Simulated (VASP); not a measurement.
# Pb (Pm-3m) in VASP: single point with PBEsol

Aim: the single point of Pb with PBEsol.

Everything below comes from runs of VASP 6.6.1. Logs are shortened: lines on timing, memory, paths and dates and some standing lists are left out, and cuts for length are marked.

### Step 1. The cell of the first run

The structure is cubic, space group Pm-3m (No. 221). The conventional cell has a = 3.784 Å, b = 3.784 Å, c = 3.784 Å, α = 90.00°, β = 90.00°, γ = 90.00°. Within 5.0 Å of Pb (site symmetry m-3m) lie 6 Pb at 3.78 Å.

This isn't the form of Pb at room conditions, which is fcc.

### Step 2. Single point, PBEsol

INCAR

```
ALGO = Normal
EDIFF = 1E-6
ENCUT = 500
GGA = PS
GGA_COMPAT = False
ISIF = 2
ISMEAR = 1
LASPH = True
LCHARG = False
LREAL = False
LWAVE = False
NBANDS = 13
NELM = 120
PREC = Accurate
SIGMA = 0.05
```

KPOINTS

```
k-points
0
Gamma
  6 6 6
```

POSCAR

```
Pb
1.0
    3.7843200000      0.0000000000      0.0000000000
    0.0000000000      3.7843200000      0.0000000000
    0.0000000000      0.0000000000      3.7843200000
Pb
1
Direct
    0.0000000000      0.0000000000      0.0000000000
```

Potentials or basis: VASP PAW PBE potentials, release 64 (Pb_d).

Command:

```console
$ cat potpaw_PBE.64/Pb_d/POTCAR > POTCAR
$ mpirun -np 1 vasp_std > vasp.out
```

OUTCAR:

```text
EDIFF = 1E-6
   ENCUT = 500
   GGA = PS
   ISIF = 2
   ISMEAR = 1
   LASPH = True
   LREAL = False
   NELM = 120
   PREC = Accurate

 ion  position               nearest neighbor table
   1  0.000  0.000  0.000-

  LATTYP: Found a simple cubic cell.
 ALAT       =     3.7843200000

  Lattice vectors:

 A1 = (   3.7843200000,   0.0000000000,   0.0000000000)
 A2 = (   0.0000000000,   3.7843200000,   0.0000000000)
 A3 = (   0.0000000000,   0.0000000000,   3.7843200000)

Analysis of symmetry for initial positions (statically):
=====================================================================
 Subroutine PRICEL returns:
 Original cell was already a primitive cell.

 Routine SETGRP: Setting up the symmetry group for a
 simple cubic supercell.

 Subroutine GETGRP returns: Found 48 space group operations
 (whereof 48 operations were pure point group operations)
 out of a pool of 48 trial point group operations.

The static configuration has the point symmetry O_h .

Analysis of symmetry for dynamics (positions and initial velocities):
=====================================================================
 Subroutine PRICEL returns:
 Original cell was already a primitive cell.

 Routine SETGRP: Setting up the symmetry group for a
 simple cubic supercell.

 Subroutine GETGRP returns: Found 48 space group operations
 (whereof 48 operations were pure point group operations)
 out of a pool of 48 trial point group operations.

The dynamic configuration has the point symmetry O_h .

 Subroutine INISYM returns: Found 48 space group operations
 (whereof 48 operations are pure point group operations),
 and found     1 'primitive' translations

----------------------------------------------------------------------------------------

                                     Primitive cell

  volume of cell :      54.1955

  direct lattice vectors                    reciprocal lattice vectors
     3.784320000  0.000000000  0.000000000     0.264248267  0.000000000  0.000000000
     0.000000000  3.784320000  0.000000000     0.000000000  0.264248267  0.000000000
     0.000000000  0.000000000  3.784320000     0.000000000  0.000000000  0.264248267

  length of vectors
     3.784320000  3.784320000  3.784320000     0.264248267  0.264248267  0.264248267

  position of ions in fractional coordinates (direct lattice)
     0.000000000  0.000000000  0.000000000

  ion indices of the primitive-cell ions
   primitive index   ion index
                 1           1

----------------------------------------------------------------------------------------

 KPOINTS: k-points

Automatic generation of k-mesh.
 Grid dimensions read from file:
 generate k-points for:    6    6    6

 Generating k-lattice:

  Cartesian coordinates                     Fractional coordinates (reciprocal lattice)
     0.044041378  0.000000000  0.000000000     0.166666667  0.000000000  0.000000000
     0.000000000  0.044041378  0.000000000     0.000000000  0.166666667  0.000000000
     0.000000000  0.000000000  0.044041378     0.000000000  0.000000000  0.166666667

  Length of vectors
     0.044041378  0.044041378  0.044041378

  Shift w.r.t. Gamma in fractional coordinates (k-lattice)
     0.000000000  0.000000000  0.000000000

 Subroutine IBZKPT returns following result:
 ===========================================

 Found     20 irreducible k-points:

 Following reciprocal coordinates:
            Coordinates               Weight
  0.000000  0.000000  0.000000      1.000000
  0.166667  0.000000  0.000000      6.000000
  0.333333  0.000000  0.000000      6.000000
  0.500000  0.000000  0.000000      3.000000
  0.166667  0.166667  0.000000     12.000000
  0.333333  0.166667  0.000000     24.000000
[... 12 lines left out ...]
  0.500000  0.500000  0.333333      6.000000
  0.500000  0.500000  0.500000      1.000000
   k-points           NKPTS =     20   k-points in BZ     NKDIM =     20   number of bands    NBANDS=     13
   number of dos      NEDOS =    301   number of ions     NIONS =      1
   total plane-waves  NPLWV =  21952
   dimension x,y,z NGX =    28 NGY =   28 NGZ =   28
   dimension x,y,z NGXF=    56 NGYF=   56 NGZF=   56
   ions per type =               1
   NGX,Y,Z   is equivalent  to a cutoff of  12.30, 12.30, 12.30 a.u.
   NGXF,Y,Z  is equivalent  to a cutoff of  24.60, 24.60, 24.60 a.u.
 SYSTEM =  unknown system
   PREC   = accura    normal or accurate (medium, high low for compatibility)
   ISTART =      0    job   : 0-new  1-cont  2-samecut
   ICHARG =      2    charge: 1-file 2-atom 10-const
   ISPIN  =      1    spin polarized calculation?
   LNONCOLLINEAR =      F non collinear calculations
   LSORBIT =      F    spin-orbit coupling
   LASPH  =      T    aspherical Exc in radial PAW
   ENCUT  =  500.0 eV  36.75 Ry    6.06 a.u.   6.90  6.90  6.90*2*pi/ulx,y,z
   NELM   =    120;   NELMIN=  2; NELMDL= -5     # of ELM steps
   EDIFF  = 0.1E-05   stopping-criterion for ELM
   LREAL  =      F    real-space projection
   EDIFFG = 0.1E-04   stopping-criterion for IOM
   NSW    =      0    number of steps for IOM
   IBRION =     -1    ionic relax: 0-MD 1-quasi-New 2-CG
   NFREE  =      0    steps in history (QN), initial steepest desc. (CG)
   ISIF   =      2    stress and relaxation
   ISYM   =      2    0-nonsym 1-usesym 2-fastsym
   POTIM  = 0.5000    time-step for ionic-motion
   TEBEG  =    0.0;   TEEND  =   0.0 temperature during run
   PSTRESS=    0.0 pullay stress
   NELECT =      14.0000    total number of electrons
   NUPDOWN=      -1.0000    fix difference up-down
   EMIN   =  10.00;   EMAX   =-10.00  energy-range for DOS
   EFERMI =   0.00;   METHOD = LEGACY
   ISMEAR =     1;   SIGMA  =   0.05  broadening in eV -4-tet -1-fermi 0-gaus
   EFERMI_NEDOS =   21; number of points for ismear=-14 and -15
   IALGO  =     38    algorithm
   IMIX   =      4    mixing-type and parameters
     AMIX     =   0.40;   BMIX     =  1.00
     AMIX_MAG =   1.60;   BMIX_MAG =  1.00
  volume/ion in A,a.u.               =      54.20       365.73
  Fermi-wavevector in a.u.,A,eV,Ry     =   1.042629  1.970282 14.790547  1.087075
  Thomas-Fermi vector in A             =   2.177302
   LORBIT       =      0    0 simple, 1 ext, 2 COOP (PROOUT), +10 PAW based schemes
   GGA     = PS    functional components
   LHFCALC =     F    Hartree Fock is set to
   AEXX    =    0.0000 exact exchange contribution
   IVDW    =     0    specifies the selected vdW correction
   LEPSILON=     F    determine dielectric tensor
   LRPA    =     F    only Hartree local field effects (RPA)
 non-spin polarized calculation
 Methfessel and Paxton  Order N= 1 SIGMA  =   0.05
  energy-cutoff  :      500.00
  volume of cell :       54.20
 maximum number of plane-waves:      1406
 NGX is ok and might be reduce to    28
   NGX = 13   NGY = 13   NGZ = 13

 number of electron      14.0000008 magnetization

 Free energy of the ion-electron system (eV)
  ---------------------------------------------------
  ext. energy  EPLUGINS =         0.00000000
  ---------------------------------------------------
  free energy    TOTEN  =        -3.06224655 eV

  energy without entropy =       -3.06119272  energy(sigma->0) =       -3.06189528

 E-fermi :   1.9545     XC(G=0):  -7.7651

 val. band max:        1.8547530916   @ k =   0.5000   0.5000   0.3333
 cond. band min:       1.9612129385   @ k =   0.3333   0.3333   0.1667
 fundamental gap:      0.1064598469
 Fermi energy:         1.9544775032

 k-point     1 :       0.0000    0.0000    0.0000
  band No.  band energies     occupation
      1     -14.9378      2.00000
      2     -14.9378      2.00000
      3     -14.8029      2.00000
      4     -14.8029      2.00000
      5     -14.8029      2.00000
      6      -7.2268      2.00000
      7       5.2253      0.00000
      8       5.2253      0.00000
      9       5.2253      0.00000
     10       6.8800      0.00000
     11       9.2727      0.00000
     12       9.2727      0.00000
     13      17.1959      0.00000

 k-point     2 :       0.1667    0.0000    0.0000
  band No.  band energies     occupation
      1     -14.9365      2.00000
      2     -14.9090      2.00000
      3     -14.8114      2.00000
      4     -14.8114      2.00000
      5     -14.8022      2.00000
      6      -7.0270      2.00000
      7       3.0612      0.00000
      8       5.4501      0.00000
      9       5.4501      0.00000
     10       7.7697      0.00000
     11       9.5061      0.00000
     12      11.3573      0.00000
     13      14.9514      0.00000

 k-point     3 :       0.3333    0.0000    0.0000
  band No.  band energies     occupation
      1     -14.9339      2.00000
      2     -14.8513      2.00000
      3     -14.8283      2.00000
      4     -14.8283      2.00000
      5     -14.8009      2.00000
      6      -6.5392      2.00000
      7       0.7630      2.00000
      8       5.9787      0.00000
      9       5.9787      0.00000
     10       8.6629      0.00000
     11      10.2008      0.00000
     12      12.1418      0.00000
     13      13.2599      0.00000

 k-point     4 :       0.5000    0.0000    0.0000
  band No.  band energies     occupation
      1     -14.9326      2.00000
      2     -14.8368      2.00000
      3     -14.8368      2.00000
      4     -14.8226      2.00000
      5     -14.8003      2.00000
      6      -6.2256      2.00000
      7      -0.1886      2.00000
      8       6.3035      0.00000
      9       6.3035      0.00000
     10       9.6309      0.00000
     11      10.6279      0.00000
     12      11.0607      0.00000
     13      11.8918      0.00000

 k-point     5 :       0.1667    0.1667    0.0000
  band No.  band energies     occupation
      1     -14.9217      2.00000
      2     -14.8933      2.00000
      3     -14.8204      2.00000
      4     -14.8109      2.00000
      5     -14.8105      2.00000
      6      -6.8285      2.00000
      7       3.1011      0.00000
      8       3.5411      0.00000
      9       5.6743      0.00000
     10       8.6785      0.00000
     11      10.9025      0.00000
     12      11.8827      0.00000
     13      12.7124      0.00000
[... 193 lines left out ...]
 k-point    18 :       0.5000    0.3333    0.3333
  band No.  band energies     occupation
      1     -14.8655      2.00000
      2     -14.8648      2.00000
      3     -14.8543      2.00000
      4     -14.7980      2.00000
      5     -14.7679      2.00000
      6      -4.9279      2.00000
      7       1.4721      2.00000
      8       2.7403     -0.00000
      9       2.8850     -0.00000
     10       7.1592      0.00000
     11       8.0419      0.00000
     12       9.3197      0.00000
     13      11.3098      0.00000

 k-point    19 :       0.5000    0.5000    0.3333
  band No.  band energies     occupation
      1     -14.8754      2.00000
      2     -14.8640      2.00000
      3     -14.8640      2.00000
      4     -14.7825      2.00000
      5     -14.7516      2.00000
      6      -4.6397      2.00000
      7       1.8548      2.01628
      8       1.8548      2.01628
      9       3.1714      0.00000
     10       6.5984      0.00000
     11       8.4256      0.00000
     12       8.4256      0.00000
     13      10.0179      0.00000

 k-point    20 :       0.5000    0.5000    0.5000
  band No.  band energies     occupation
      1     -14.8741      2.00000
      2     -14.8741      2.00000
      3     -14.8741      2.00000
      4     -14.7510      2.00000
      5     -14.7510      2.00000
      6      -4.3553      2.00000
      7       2.2112     -0.00000
      8       2.2112     -0.00000
      9       2.2112     -0.00000
     10       7.5331      0.00000
     11       7.5331      0.00000
     12       7.5331      0.00000
     13       8.5295      0.00000

------------------------ aborting loop because EDIFF is reached ----------------------------------------

  FORCE on cell =-STRESS in cart. coord.  units (eV):
  Direction    XX          YY          ZZ          XY          YZ          ZX
  --------------------------------------------------------------------------------------
  -------------------------------------------------------------------------------------
  Total       -2.1476139     -2.1476139     -2.1476139      0.0000000      0.0000000      0.0000000
  in kB      -63.4896930    -63.4896930    -63.4896930      0.0000000      0.0000000      0.0000000
  external PRESSURE =     -63.4896930 kB  Pullay stress =       0.0000000 kB

 VOLUME and BASIS-vectors are now :
 -----------------------------------------------------------------------------
  energy-cutoff  :      500.00
  volume of cell :       54.20
      direct lattice vectors                 reciprocal lattice vectors
     3.784320000  0.000000000  0.000000000     0.264248267  0.000000000  0.000000000
     0.000000000  3.784320000  0.000000000     0.000000000  0.264248267  0.000000000
     0.000000000  0.000000000  3.784320000     0.000000000  0.000000000  0.264248267

 POSITION                                       TOTAL-FORCE (eV/Angst)
 -----------------------------------------------------------------------------------
      0.00000      0.00000      0.00000         0.000000      0.000000      0.000000
 -----------------------------------------------------------------------------------
    total drift:                               -0.000000     -0.000000     -0.000000

  FREE ENERGIE OF THE ION-ELECTRON SYSTEM (eV)
  ---------------------------------------------------
  free  energy   TOTEN  =        -3.0622465543 eV

  energy  without entropy=       -3.0611927229  energy(sigma->0) =       -3.06189528
```

Run time: 12 s. Hardware: 1 thread of Intel Xeon 8259CL, shared host; peak memory 0.16 GiB.

What came out:

- Free energy: -3.0622 eV
- Pressure: -6.3 GPa
- Band gap on the k mesh: zero (bands 7 and 8 overlap by 4.16 eV)

Caveat: the cell stands under tension; the PAW data sets were made with another functional, which shifts forces and pressure a little; spin-orbit coupling is left out, which moves the levels of the heavy elements.
